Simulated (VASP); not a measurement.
Wanted: the native input for a VASP 6.6.1 run.

```yaml
Task: single point
Functional: PBE
Potentials_or_basis: VASP PAW PBE potentials, release 64 (B, As)
Cutoff: 520 eV
k_mesh: 6 × 2 × 4
Occupations: gaussian, width 0.1 eV
Spin: no spin polarisation
Dipole_correction: no
Further_INCAR_settings: ALGO = Normal; EDIFF = 1e-06; NBANDS = 36
```

The structure of BAs lies in POSCAR:

```
BAs
1.0
    3.4046680060      0.0000000000      0.0000000000
    0.0000000000     10.4966068372      0.0000000000
    0.0000000000      0.0000000000      5.1471921599
B As
6 6
Direct
    0.0000000000      0.6458120360      0.1083515934
    0.5000000000      0.8541879640      0.8916484066
    0.0000000000      0.0000000000      0.3967346640
    0.5000000000      0.1458120360      0.8916484066
    0.0000000000      0.3541879640      0.1083515934
    0.5000000000      0.5000000000      0.6032653360
    0.5000000000      0.6492377642      0.8729858355
    0.0000000000      0.8507622358      0.1270141645
    0.5000000000      0.0000000000      0.6247465410
    0.0000000000      0.1492377642      0.1270141645
    0.5000000000      0.3507622358      0.8729858355
    0.0000000000      0.5000000000      0.3752534590
```

These files were run (other wordings do the same):

INCAR

```
  ALGO = Normal
  EDIFF = 1E-6
  ENCUT = 520
  GGA = PE
  ISIF = 2
  ISMEAR = 0
  LASPH = T
  LCHARG = T
  LELF = T
  LREAL = F
  LVHAR = T
  LWAVE = F
  NBANDS = 36
  NELM = 80
  PREC = Accurate
  SIGMA = 0.1
```

KPOINTS

```
k-points
0
Gamma
  6 2 4
```

Potentials or basis: VASP PAW PBE potentials, release 64 (B, As).

The run is started by

```sh
$ cat potpaw_PBE.64/B/POTCAR potpaw_PBE.64/As/POTCAR > POTCAR
$ mpirun -np 1 vasp_std > vasp.out
```

It gave:

```
Pressure               : 0.6 GPa
Largest force          : 0.023 eV/Å
Band gap on the k mesh : 0.71 eV, indirect (least direct gap 0.93 eV)
```

It took 98 s on 1 thread of Intel(R) Xeon(R) 6975P-C (Granite Rapids) (shared host), peak memory 0.34 GiB.
